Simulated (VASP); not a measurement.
Write the native input for VASP 6.6.1 that does the following.

```
Task                               : single point
Functional                         : PBE0
Potentials or basis                : VASP PAW PBE potentials, release 64 (B, N)
Cutoff                             : 520 eV
k mesh                             : 8 × 8 × 8
Occupations                        : gaussian, width 0.01 eV
Spin                               : no spin polarisation
Dipole correction                  : no
Grid for exact exchange (PRECFOCK) : Normal
Further INCAR settings             : ALGO = Normal; EDIFF = 1e-06; NBANDS = 11
Share of exact exchange            : 0.25
```

Crystal: BN.

```xyz
2
Lattice="1.2501 0.7218 3.2533 -1.2501 0.7218 3.2533 0.0000 -1.4435 3.2533" Properties=species:S:1:pos:R:3 pbc="T T T"
B     0.0000    0.0000    9.7569
N     0.0000    0.0000    3.2476
```

One way to write it, as run:

POSCAR

```
BN
1.0
    1.2501241101      0.7217594915      3.2533304057
   -1.2501241101      0.7217594915      3.2533304057
    0.0000000000     -1.4435189830      3.2533304057
B N
1 1
Direct
    0.9996880830      0.9996880830      0.9996880830
    0.3327449170      0.3327449170      0.3327449170
```

INCAR.step1

```
SYSTEM = BN
PREC = Accurate ; ENCUT = 520
EDIFF = 1E-5 ; ISMEAR = 0
SIGMA = 0.01 ; LREAL = .False.
LASPH = .True. ; NELM = 60
ALGO = Normal ; ISIF = 2
LWAVE = .True. ; LCHARG = .False.
GGA = PE ; NBANDS = 11
```

INCAR.step2

```
SYSTEM = BN
PREC = Accurate ; ENCUT = 520
EDIFF = 1E-6 ; ISMEAR = 0
SIGMA = 0.01 ; LREAL = .False.
LASPH = .True. ; NELM = 60
ALGO = Normal ; ISIF = 2
LWAVE = .False. ; LCHARG = .False.
GGA = PE ; LHFCALC = .True.
AEXX = 0.25 ; PRECFOCK = Normal
ISTART = 1 ; NBANDS = 11
```

KPOINTS

```
Automatic mesh
0
Gamma
  8 8 8
  0 0 0
```

Potentials or basis: VASP PAW PBE potentials, release 64 (B, N).

The run is started by

```sh
$ cat potpaw_PBE.64/B/POTCAR potpaw_PBE.64/N/POTCAR > POTCAR
$ cp INCAR.step1 INCAR
$ mpirun -np 1 vasp_std > vasp.out
$ cp INCAR.step2 INCAR
$ mpirun -np 1 vasp_std > vasp.out
```

It gave:

```yaml
Pressure: -0.3 GPa
Largest_force: 0.004 eV/Å
Band_gap_on_the_k_mesh: 6.20 eV (least direct gap 7.11 eV)
```

Caveat: the PAW data sets were made with another functional, which shifts forces and pressure a little.

It took 100 min on 1 thread of Intel Xeon 8259CL, with other jobs on the host, peak memory 0.17 GiB.
